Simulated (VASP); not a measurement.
# CuPdRh14 (P1) in VASP: further runs

Runs on CuPdRh14. Level: PBE. Tasks: single point.

Everything below comes from runs of VASP 6.6.1. Logs are shortened: lines on timing, memory, paths and dates and some standing lists are left out, and cuts for length are marked.

## 1. The cell of the first run

The typed cell holds 16 atoms: a = 5.491 Å, b = 5.495 Å, c = 8.633 Å, α = 90.02°, β = 89.99°, γ = 119.98°.

## 2. Single point, PBE

Input file INCAR:

```
PREC = Accurate
ENCUT = 520
EDIFF = 1E-6
ISMEAR = 0
SIGMA = 0.1
LREAL = Auto
LASPH = True
NELM = 80
ALGO = Fast
ISIF = 2
LWAVE = False
LCHARG = True
GGA = PE
LELF = True
LVHAR = True
ISYM = 0
NBANDS = 130
```

Input file KPOINTS:

```
Automatic mesh
0
Gamma
  3 3 2
  0 0 0.5
```

Input file POSCAR:

```
CuPdRh14
1.0
    2.7455850215     -4.7556981225      0.0002742051
    2.7496481853      4.7580439913     -0.0007432172
   -0.0007504193     -0.0009398545      8.6327437741
Cu Rh Pd
1 14 1
Direct
    0.8317672424      0.1633860387      0.6247629724
    0.3313106617      0.1619500227      0.6245405649
    0.8329212860      0.1650394138      0.1245991188
    0.3330879480      0.6653888257      0.1246817112
    0.3316594356      0.6663372220      0.6246362178
    0.8330288730      0.6655488805      0.1246716243
    0.8351452086      0.6662616910      0.6246611724
    0.6696808098      0.3348930587      0.3779817723
    0.6696667283      0.3352271556      0.8712446114
    0.1657565378      0.3348014651      0.3781261157
    0.1658473660      0.3351932456      0.8714512904
    0.6675374623      0.8342961461      0.3748122814
    0.6673438021      0.8342881373      0.8744345924
    0.1663876541      0.8321341745      0.3778684807
    0.1662753933      0.8322513359      0.8711546011
    0.3332595578      0.1657657118      0.1246083198
```

Potentials or basis: VASP PAW PBE potentials, release 64 (Cu, Rh_pv, Pd).

Started as:

```bash
> cat potpaw_PBE.64/Cu/POTCAR potpaw_PBE.64/Rh_pv/POTCAR potpaw_PBE.64/Pd/POTCAR > POTCAR
> mpirun -np 1 vasp_std > vasp.out
```

OUTCAR:

```text
PREC = Accurate
   ENCUT = 520
   EDIFF = 1E-6
   ISMEAR = 0
   LREAL = Auto
   LASPH = True
   NELM = 80
   ISIF = 2
   GGA = PE
   ISYM = 0

 ion  position               nearest neighbor table
   1  0.832  0.163  0.625-   9 2.66  10 2.66   8 2.66  11 2.66  13 2.66  12 2.67   5 2.74   7 2.74
                             2 2.74   2 2.75   7 2.75   5 2.76
   2  0.331  0.162  0.625-  15 2.65  14 2.65  10 2.67   8 2.67   9 2.67  11 2.67   5 2.72   7 2.73
                             1 2.74   1 2.75   7 2.77   5 2.77
   3  0.833  0.165  0.125-  13 2.67  12 2.67  11 2.70   8 2.70  10 2.70   9 2.70   6 2.75  16 2.75
                            16 2.75   4 2.75   4 2.75   6 2.75
   4  0.333  0.665  0.125-  12 2.68  13 2.68  11 2.69  10 2.70  14 2.70  15 2.70   6 2.74  16 2.75
                             3 2.75   6 2.75   3 2.75  16 2.75
   5  0.332  0.666  0.625-  15 2.65  10 2.65  14 2.65  11 2.65  13 2.68  12 2.68   2 2.72   7 2.73
                             1 2.74   1 2.76   7 2.77   2 2.77
   6  0.833  0.666  0.125-  12 2.68  13 2.68   9 2.69   8 2.69  14 2.70  15 2.70   4 2.74   3 2.75
                            16 2.75   4 2.75  16 2.75   3 2.75
   7  0.835  0.666  0.625-  15 2.65   9 2.65   8 2.65  14 2.65  13 2.68  12 2.68   2 2.73   5 2.73
                             1 2.74   1 2.75   5 2.77   2 2.77
   8  0.670  0.335  0.378-   7 2.65   1 2.66   2 2.67   6 2.69   3 2.70  16 2.71  10 2.72  14 2.73
                            12 2.75  12 2.75  14 2.76  10 2.77
   9  0.670  0.335  0.871-   7 2.65   1 2.66   2 2.67   6 2.69   3 2.70  16 2.71  11 2.72  15 2.73
                            13 2.75  13 2.75  15 2.77  11 2.77
  10  0.166  0.335  0.378-   5 2.65   1 2.66   2 2.67   4 2.70   3 2.70  16 2.71   8 2.72  14 2.73
                            12 2.74  12 2.75  14 2.76   8 2.77
  11  0.166  0.335  0.871-   5 2.65   1 2.66   2 2.67   4 2.69   3 2.70  16 2.71   9 2.72  15 2.73
                            13 2.75  13 2.75  15 2.77   9 2.77
  12  0.668  0.834  0.375-   1 2.67   3 2.67   6 2.68   4 2.68   7 2.68   5 2.68  10 2.74   8 2.75
                            14 2.75  14 2.75   8 2.75  10 2.75
  13  0.667  0.834  0.874-   1 2.66   3 2.67   4 2.68   6 2.68   5 2.68   7 2.68  15 2.75  15 2.75
                            11 2.75   9 2.75   9 2.75  11 2.75
  14  0.166  0.832  0.378-   2 2.65   5 2.65   7 2.65   4 2.70   6 2.70  16 2.70   8 2.73  10 2.73
                            12 2.75  12 2.75  10 2.76   8 2.76
  15  0.166  0.832  0.871-   2 2.65   7 2.65   5 2.65   6 2.70  16 2.70   4 2.70   9 2.73  11 2.73
                            13 2.75  13 2.75  11 2.77   9 2.77
  16  0.333  0.166  0.125-  14 2.70  15 2.70   8 2.71   9 2.71  11 2.71  10 2.71   3 2.75   3 2.75
                             4 2.75   6 2.75   6 2.75   4 2.75

IMPORTANT INFORMATION: All symmetrisations will be switched off!
NOSYMM: (Re-)initialisation of all symmetry stuff for point group C_1.

----------------------------------------------------------------------------------------

                                     Primitive cell

  volume of cell :     225.6609

  direct lattice vectors                    reciprocal lattice vectors
     2.745585022 -4.755698123  0.000274205     0.182020803 -0.105188848  0.000004371
     2.749648185  4.758043991 -0.000743217     0.181931063  0.105033414  0.000027250
    -0.000750419 -0.000939855  8.632743774     0.000009881  0.000012384  0.115838028

  length of vectors
     5.491347905  5.495411570  8.632743858     0.210229081  0.210073631  0.115838030

  position of ions in fractional coordinates (direct lattice)
     0.831767242  0.163386039  0.624762972
     0.331310662  0.161950023  0.624540565
     0.832921286  0.165039414  0.124599119
     0.333087948  0.665388826  0.124681711
     0.331659436  0.666337222  0.624636218
     0.833028873  0.665548880  0.124671624
[... 8 lines left out ...]
     0.166275393  0.832251336  0.871154601
     0.333259558  0.165765712  0.124608320

  ion indices of the primitive-cell ions
   primitive index   ion index
                 1           1
                 2           2
                 3           3
                 4           4
                 5           5
                 6           6
[... 8 lines left out ...]
                15          15
                16          16

----------------------------------------------------------------------------------------

 KPOINTS: Automatic mesh

Automatic generation of k-mesh.
 Grid dimensions read from file:
 generate k-points for:    3    3    2

 Generating k-lattice:

  Cartesian coordinates                     Fractional coordinates (reciprocal lattice)
     0.060673601 -0.035062949  0.000001457     0.333333333 -0.000000000  0.000000000
     0.060643688  0.035011138  0.000009083    -0.000000000  0.333333333 -0.000000000
     0.000004941  0.000006192  0.057919014     0.000000000  0.000000000  0.500000000

  Length of vectors
     0.070076360  0.070024544  0.057919015

  Shift w.r.t. Gamma in fractional coordinates (k-lattice)
     0.000000000  0.000000000  0.500000000

 -----------------------------------------------------------------------------
|                                                                             |
|           W    W    AA    RRRRR   N    N  II  N    N   GGGG   !!!           |
|           W    W   A  A   R    R  NN   N  II  NN   N  G    G  !!!           |
|           W    W  A    A  R    R  N N  N  II  N N  N  G       !!!           |
|           W WW W  AAAAAA  RRRRR   N  N N  II  N  N N  G  GGG   !            |
|           WW  WW  A    A  R   R   N   NN  II  N   NN  G    G                |
|           W    W  A    A  R    R  N    N  II  N    N   GGGG   !!!           |
|                                                                             |
|     Your reciprocal lattice and k-lattice belong to different lattice       |
|     classes:                                                                |
|                                                                             |
|        The reciprocal lattice is base-centered monoclinic,                  |
|        whereas your k-lattice is triclinic.                                 |
|                                                                             |
|     Results are often still useful ...                                      |
|                                                                             |
 -----------------------------------------------------------------------------

 Subroutine IBZKPT returns following result:
 ===========================================

 Found      9 irreducible k-points:

 Following reciprocal coordinates:
            Coordinates               Weight
 -0.000000  0.000000  0.250000      2.000000
  0.333333  0.000000  0.250000      2.000000
  0.333333 -0.333333 -0.250000      2.000000
 -0.333333  0.000000  0.250000      2.000000
 -0.333333  0.333333 -0.250000      2.000000
 -0.000000  0.333333  0.250000      2.000000
  0.333333  0.333333  0.250000      2.000000
  0.333333  0.333333 -0.250000      2.000000
 -0.000000 -0.333333  0.250000      2.000000
   k-points           NKPTS =      9   k-points in BZ     NKDIM =      9   number of bands    NBANDS=    130
   number of dos      NEDOS =    301   number of ions     NIONS =     16
   total plane-waves  NPLWV = 112896
   dimension x,y,z NGX =    42 NGY =   42 NGZ =   64
   dimension x,y,z NGXF=    84 NGYF=   84 NGZF=  128
   ions per type =               1  14   1
   NGX,Y,Z   is equivalent  to a cutoff of  12.72, 12.71, 12.32 a.u.
   NGXF,Y,Z  is equivalent  to a cutoff of  25.43, 25.41, 24.65 a.u.
 SYSTEM =  unknown system
   PREC   = accura    normal or accurate (medium, high low for compatibility)
   ISTART =      0    job   : 0-new  1-cont  2-samecut
   ICHARG =      2    charge: 1-file 2-atom 10-const
   ISPIN  =      1    spin polarized calculation?
   LNONCOLLINEAR =      F non collinear calculations
   LSORBIT =      F    spin-orbit coupling
   LASPH  =      T    aspherical Exc in radial PAW
   ENCUT  =  520.0 eV  38.22 Ry    6.18 a.u.  10.21 10.22 16.05*2*pi/ulx,y,z
   NELM   =     80;   NELMIN=  2; NELMDL= -5     # of ELM steps
   EDIFF  = 0.1E-05   stopping-criterion for ELM
   LREAL  =      T    real-space projection
   EDIFFG = 0.1E-04   stopping-criterion for IOM
   NSW    =      0    number of steps for IOM
   IBRION =     -1    ionic relax: 0-MD 1-quasi-New 2-CG
   NFREE  =      0    steps in history (QN), initial steepest desc. (CG)
   ISIF   =      2    stress and relaxation
   ISYM   =      0    0-nonsym 1-usesym 2-fastsym
   POTIM  = 0.5000    time-step for ionic-motion
   TEBEG  =    0.0;   TEEND  =   0.0 temperature during run
   PSTRESS=    0.0 pullay stress
   NELECT =     231.0000    total number of electrons
   NUPDOWN=      -1.0000    fix difference up-down
   EMIN   =  10.00;   EMAX   =-10.00  energy-range for DOS
   EFERMI =   0.00;   METHOD = LEGACY
   ISMEAR =     0;   SIGMA  =   0.10  broadening in eV -4-tet -1-fermi 0-gaus
   EFERMI_NEDOS =   21; number of points for ismear=-14 and -15
   IALGO  =     68    algorithm
   IMIX   =      4    mixing-type and parameters
     AMIX     =   0.40;   BMIX     =  1.00
     AMIX_MAG =   1.60;   BMIX_MAG =  1.00
  volume/ion in A,a.u.               =      14.10        95.18
  Fermi-wavevector in a.u.,A,eV,Ry     =   1.649909  3.117876 37.037789  2.722201
  Thomas-Fermi vector in A             =   2.738949
   LORBIT       =      0    0 simple, 1 ext, 2 COOP (PROOUT), +10 PAW based schemes
   GGA     = PE    functional components
   LHFCALC =     F    Hartree Fock is set to
   AEXX    =    0.0000 exact exchange contribution
   IVDW    =     0    specifies the selected vdW correction
   LEPSILON=     F    determine dielectric tensor
   LRPA    =     F    only Hartree local field effects (RPA)
 non-spin polarized calculation
 RMM-DIIS sequential band-by-band and
 Gauss-broadening in eV      SIGMA  =   0.10
  energy-cutoff  :      520.00
  volume of cell :      225.66
 maximum number of plane-waves:      6087
 NGX is ok and might be reduce to    42
   NGX = 21   NGY = 21   NGZ = 33

 number of electron     230.9999979 magnetization

 Free energy of the ion-electron system (eV)
  ---------------------------------------------------
  ext. energy  EPLUGINS =         0.00000000
  ---------------------------------------------------
  free energy    TOTEN  =      -109.31467225 eV

  energy without entropy =     -109.16744626  energy(sigma->0) =     -109.24105925

 E-fermi :  11.0042     XC(G=0): -13.7117

 val. band max:       10.9879847139   @ k =   0.3333   0.3333  -0.2500
 cond. band min:      11.0130340285   @ k =   0.3333   0.3333  -0.2500
 fundamental gap:      0.0250493146
 Fermi energy:        11.0041719468

 k-point     1 :      -0.0000    0.0000    0.2500
  band No.  band energies     occupation
      1     -36.0319      2.00000
      2     -35.9591      2.00000
      3     -35.9339      2.00000
      4     -35.9317      2.00000
      5     -35.8758      2.00000
      6     -35.8617      2.00000
[... 119 lines left out ...]
    126      11.7884      0.00000
    127      12.6555      0.00000

 k-point     2 :       0.3333    0.0000    0.2500
  band No.  band energies     occupation
      1     -35.9889      2.00000
      2     -35.9152      2.00000
      3     -35.9080      2.00000
      4     -35.8852      2.00000
      5     -35.8636      2.00000
      6     -35.8245      2.00000
[... 1029 lines left out ...]
    126      11.8181      0.00000
    127      12.0720      0.00000
 [bands above 127 left out]

------------------------ aborting loop because EDIFF is reached ----------------------------------------

  FORCE on cell =-STRESS in cart. coord.  units (eV):
  Direction    XX          YY          ZZ          XY          YZ          ZX
  --------------------------------------------------------------------------------------
  -------------------------------------------------------------------------------------
  Total        0.1144518      0.0865652      0.1609651      0.0004647      0.0137720      0.0090731
  in kB        0.8126001      0.6146073      1.1428413      0.0032994      0.0977801      0.0644187
  external PRESSURE =       0.8566829 kB  Pullay stress =       0.0000000 kB

 VOLUME and BASIS-vectors are now :
 -----------------------------------------------------------------------------
  energy-cutoff  :      520.00
  volume of cell :      225.66
      direct lattice vectors                 reciprocal lattice vectors
     2.745585022 -4.755698123  0.000274205     0.182020803 -0.105188848  0.000004371
     2.749648185  4.758043991 -0.000743217     0.181931063  0.105033414  0.000027250
    -0.000750419 -0.000939855  8.632743774     0.000009881  0.000012384  0.115838028

 POSITION                                       TOTAL-FORCE (eV/Angst)
 -----------------------------------------------------------------------------------
      2.73247     -3.17882      5.39353        -0.000897     -0.008677     -0.003600
      1.35448     -0.80564      5.39147         0.003560      0.010444      0.009511
      2.74056     -3.17597      1.07574        -0.005505      0.004157      0.004113
      2.74401      1.58177      1.07594         0.004104      0.002643     -0.000451
      2.74232      1.59260      5.39192        -0.002224     -0.008934     -0.003100
      4.11708     -0.79504      1.07599        -0.002553     -0.001053     -0.003394
[... 8 lines left out ...]
      2.74427      3.16831      7.51988         0.002611     -0.002613      0.017256
      1.37070     -0.79628      1.07568        -0.001185     -0.001552     -0.001637
 -----------------------------------------------------------------------------------
    total drift:                                0.000718     -0.000967      0.000282

  FREE ENERGIE OF THE ION-ELECTRON SYSTEM (eV)
  ---------------------------------------------------
  free  energy   TOTEN  =      -109.3146722454 eV

  energy  without entropy=     -109.1674462556  energy(sigma->0) =     -109.24105925
```

Wall time 10 min (1 thread of Intel Xeon 6975P-C (Granite Rapids), shared host); peak memory 0.42 GiB.

Results:

| Property | Result |
| --- | --- |
| Free energy | -109.3147 eV |
| Pressure | 0.1 GPa |
| Largest force | 0.018 eV/Å |
| Band gap on the k mesh | zero (an odd number of electrons rules out a gap without spin polarisation) |

Forces on the atoms (eV/Å):
```
Cu  -0.001 -0.009 -0.004
Rh   0.004  0.010  0.010
Rh  -0.006  0.004  0.004
Rh   0.004  0.003  0.000
Rh  -0.002 -0.009 -0.003
Rh  -0.003 -0.001 -0.003
Rh  -0.003  0.007 -0.009
Rh   0.007  0.003 -0.007
Rh  -0.002 -0.005  0.012
Rh   0.009  0.005 -0.013
Rh   0.000 -0.003 -0.010
Rh  -0.007  0.000 -0.003
Rh   0.001  0.001  0.009
Rh  -0.002 -0.002  0.002
Rh   0.003 -0.003  0.017
Pd  -0.001 -0.002 -0.002
```

Levels at points of the mesh, in eV from the Fermi level:
| k point | band 113 | band 114 | band 115 | band 116 | band 117 | band 118 | band 119 | band 120 |
| --- | --- | --- | --- | --- | --- | --- | --- | --- |
| (0.00, 0.00, 0.25) | 0.39 | 0.39 | 0.43 | 0.45 | 0.57 | 0.61 | 0.63 | 0.64 |

Caveat: the k points lie up to 0.44 Å⁻¹ apart, too coarse for converged energies and pressures of a metal.

## 3. Single point, PBE

Input file INCAR:

```
PREC = Accurate ; ENCUT = 520
EDIFF = 1E-6 ; ISMEAR = 0
SIGMA = 0.1 ; LREAL = Auto
LASPH = T ; NELM = 100
ALGO = Fast ; ISIF = 2
LWAVE = F ; LCHARG = F
GGA = PE ; ISYM = 0
NBANDS = 130
```

KPOINTS is that of step 2.

Input file POSCAR:

```
CuPdRh14
1.0
    2.7489408165     -4.7617680652      0.0014703253
    2.7397136365      4.7564407504      0.0024000007
    0.0061925216      0.0008587974      8.6487054435
Cu Rh Pd
1 14 1
Direct
    0.8343230840      0.1692892138      0.1239427072
    0.3341500044      0.1657995692      0.6247320000
    0.8337145010      0.1652071305      0.6246622235
    0.3344436973      0.6704304938      0.1245449525
    0.3343895603      0.6672480770      0.6245683808
    0.8378228513      0.6705764740      0.1247839606
    0.8358200181      0.6675837865      0.6242289312
    0.6704578132      0.3353387131      0.3776322232
    0.6704591082      0.3359138116      0.8712485533
    0.1672120124      0.3355060486      0.3775286303
    0.1672173798      0.3352875542      0.8714171986
    0.6684674496      0.8345255591      0.3749019892
    0.6682624365      0.8335518567      0.8738404305
    0.1673495035      0.8322348751      0.3768901512
    0.1664354882      0.8312057029      0.8726622060
    0.3364187602      0.1708228154      0.1245270085
```

Potentials or basis: VASP PAW PBE potentials, release 64 (Cu, Rh_pv, Pd).

Started as:

```bash
> cat potpaw_PBE.64/Cu/POTCAR potpaw_PBE.64/Rh_pv/POTCAR potpaw_PBE.64/Pd/POTCAR > POTCAR
> mpirun -np 1 vasp_std > vasp.out
```

Wall time 8.9 min (1 thread of Intel Xeon 6975P-C (Granite Rapids), shared host); peak memory 0.43 GiB.

The run converged. Its results:

| Quantity | Value |
| --- | --- |
| Free energy | -109.4125 eV |
| Pressure | -0.1 GPa |
| Largest force | 0.051 eV/Å |
| Band gap on the k mesh | zero (an odd number of electrons rules out a gap without spin polarisation) |

Forces on the atoms (eV/Å):
```
Cu   0.032 -0.024  0.020
Rh   0.022  0.018 -0.012
Rh  -0.028 -0.021 -0.012
Rh  -0.008 -0.012  0.002
Rh   0.013 -0.011 -0.005
Rh  -0.001 -0.001 -0.011
Rh  -0.020  0.025  0.016
Rh   0.005  0.022 -0.030
Rh  -0.019 -0.004  0.035
Rh   0.017 -0.009 -0.025
Rh   0.005 -0.002  0.033
Rh  -0.013  0.001 -0.004
Rh   0.000  0.023  0.024
Rh  -0.019 -0.014 -0.045
Rh   0.019 -0.012  0.008
Pd  -0.004  0.021  0.006
```

Stress tensor (GPa, compression positive):
```
-0.11  0.00 -0.07
 0.00 -0.13 -0.01
-0.07 -0.01  0.05
```

Levels at points of the mesh, in eV from the Fermi level:
| k point | band 112 | band 113 | band 114 | band 115 | band 116 | band 117 | band 118 | band 119 | band 120 | band 121 |
| --- | --- | --- | --- | --- | --- | --- | --- | --- | --- | --- |
| (0.00, 0.00, 0.25) | 0.34 | 0.34 | 0.39 | 0.42 | 0.42 | 0.47 | 0.54 | 0.56 | 0.64 | 0.65 |

Caveat: the k points lie up to 0.44 Å⁻¹ apart, too coarse for converged energies and pressures of a metal.

The gap in the log of VASP goes by the Fermi energy; the results here count the filled bands.